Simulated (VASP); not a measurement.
**AlH4: relaxation of cell and atoms with PBE**

Crystal: AlH4.

```
Al H
1.0
     2.59589    0.00000    0.00000
    -0.01057    3.64843    0.00000
    -0.22584   -1.52401    9.88397
Al H
2 8
Direct
  0.89435 0.59114 0.26403
  0.91372 0.15349 0.70858
  0.90732 0.41124 0.39898
  0.42433 0.20400 0.82884
  0.91027 0.90244 0.03794
  0.91390 0.65442 0.71244
  0.38639 0.36482 0.15934
  0.40341 0.10402 0.59202
  0.39757 0.91101 0.28907
  0.84874 0.70341 0.00876
```

```
Program                : VASP 6.6.1
Task                   : relaxation of cell and atoms
Functional             : PBE
Potentials or basis    : VASP PAW PBE potentials, release 64 (Al, H)
Cutoff                 : 600 eV
k mesh                 : 6 × 6 × 2
Occupations            : gaussian, width 0.1 eV
Spin                   : no spin polarisation
Dipole correction      : no
Further INCAR settings : ALGO = Normal; EDIFF = 1e-06; IBRION = 2; EDIFFG = -0.04; NSW = 90; ISIF = 3
```

The relaxed volume is 10.53 Å³/atom. The relaxed cell is a = 2.596 Å, b = 3.621 Å, c = 11.360 Å, α = 99.59°, β = 91.01°, γ = 90.04° and the space group after relaxing (to 0.1 Å) is P1 (No. 1). The energy gained by relaxing is 3.1 meV/atom. The ionic steps are 58 and the pressure after relaxing is -0.1 GPa. The largest force after relaxing is 0.036 eV/Å. The band gap on the k mesh is 1.61 eV (least direct gap 2.12 eV).

Forces in eV/Å, atoms in the order of the input:
```
Al  -0.002 -0.011  0.006
Al  -0.002 -0.001  0.028
H   -0.001  0.010  0.000
H    0.002  0.014 -0.033
H    0.013  0.005 -0.003
H    0.000 -0.002 -0.006
H   -0.001  0.011 -0.001
H    0.001 -0.010  0.001
H    0.002 -0.009  0.017
H   -0.011 -0.007 -0.010
```

Stress tensor (GPa, compression positive):
```
-0.12 -0.01  0.00
-0.01 -0.02  0.05
 0.00  0.05 -0.05
```

Step by step:
| step | energy change (eV) | largest force (eV/Å) | pressure (GPa) | volume (Å³) |
| --- | --- | --- | --- | --- |
| 1 | 0.0000 | 0.1357 | 0.15 | 93.61 |
| 3 | -0.0034 | 0.2079 | 0.11 | 93.89 |
| 5 | -0.0052 | 0.1179 | -0.04 | 94.09 |
| 7 | -0.0069 | 0.0631 | 0.13 | 94.18 |
| 9 | -0.0075 | 0.0560 | 0.16 | 94.28 |
| 11 | -0.0091 | 0.1803 | 0.18 | 94.99 |
| 13 | -0.0100 | 0.1253 | 0.19 | 94.91 |
| 15 | -0.0121 | 0.2628 | 0.33 | 95.87 |
| 17 | -0.0135 | 0.1740 | 0.28 | 96.28 |
| 19 | -0.0144 | 0.1624 | 0.19 | 97.05 |
| 21 | -0.0167 | 0.0824 | 0.09 | 97.38 |
| 23 | -0.0193 | 0.0784 | 0.01 | 98.01 |
| 25 | -0.0202 | 0.0897 | 0.05 | 98.24 |
| 27 | -0.0207 | 0.1572 | 0.02 | 99.21 |
| 29 | -0.0224 | 0.0926 | 0.02 | 98.95 |
| 31 | -0.0231 | 0.0842 | 0.08 | 99.11 |
| 33 | -0.0242 | 0.0692 | 0.17 | 99.52 |
| 35 | -0.0249 | 0.0684 | 0.03 | 100.03 |
| 37 | -0.0251 | 0.0582 | 0.01 | 100.15 |
| 39 | -0.0259 | 0.0800 | -0.16 | 101.37 |
| 41 | -0.0263 | 0.0512 | -0.10 | 101.18 |
| 43 | -0.0270 | 0.1133 | -0.06 | 101.63 |
| 45 | -0.0276 | 0.1214 | -0.09 | 102.41 |
| 47 | -0.0281 | 0.0817 | -0.04 | 102.30 |
| 49 | -0.0289 | 0.0874 | 0.33 | 103.49 |
| 51 | -0.0297 | 0.0442 | 0.20 | 103.50 |
| 53 | -0.0306 | 0.0782 | 0.03 | 104.62 |
| 55 | -0.0306 | 0.0832 | -0.01 | 104.73 |
| 57 | -0.0311 | 0.0427 | -0.10 | 105.23 |
| 58 | -0.0313 | 0.0355 | -0.06 | 105.26 |

Final structure:
```
Al H
1.0
     2.59580    0.00293    0.00390
    -0.00636    3.62004   -0.06612
    -0.21453   -1.68743   11.23195
Al H
2 8
Direct
  0.89401 0.59897 0.26965
  0.91347 0.15292 0.70589
  0.90381 0.41138 0.38614
  0.42150 0.20649 0.81160
  0.93521 0.89113 0.03499
  0.91351 0.65397 0.70780
  0.38665 0.36233 0.17666
  0.40536 0.10044 0.60236
  0.39631 0.92098 0.29608
  0.83017 0.70137 0.00881
```

Levels at points of the mesh, in eV from the valence-band top:
```tsv
k point	band 4	band 5	band 6	band 7	band 8	band 9	band 10	band 11
(0.00, 0.00, 0.00)	-3.60	-3.08	-0.79	-0.42	4.26	5.31	5.69	6.07
(0.50, 0.00, 0.00)	-3.14	-2.09	-0.82	0.00	2.45	4.71	6.34	6.42
(0.00, 0.50, 0.00)	-4.74	-4.34	-3.14	-2.39	3.60	4.04	5.10	6.18
(0.50, 0.50, 0.00)	-1.75	-1.50	-1.08	-0.51	1.61	2.52	4.13	4.92
(0.00, 0.00, 0.50)	-3.77	-2.91	-0.79	-0.43	4.26	4.88	5.80	6.93
(0.50, 0.00, 0.50)	-3.15	-2.08	-0.81	-0.01	2.42	4.77	6.23	6.39
(0.00, 0.50, 0.50)	-4.74	-4.35	-3.13	-2.39	3.52	4.13	5.10	6.38
(0.50, 0.50, 0.50)	-1.75	-1.50	-1.08	-0.51	1.61	2.52	4.12	4.91
```

Run time: 14 min on 1 thread of Intel(R) Xeon(R) Platinum 8559C (Emerald Rapids), with other jobs on the host, peak memory 0.26 GiB.

A k mesh can miss the band edges.
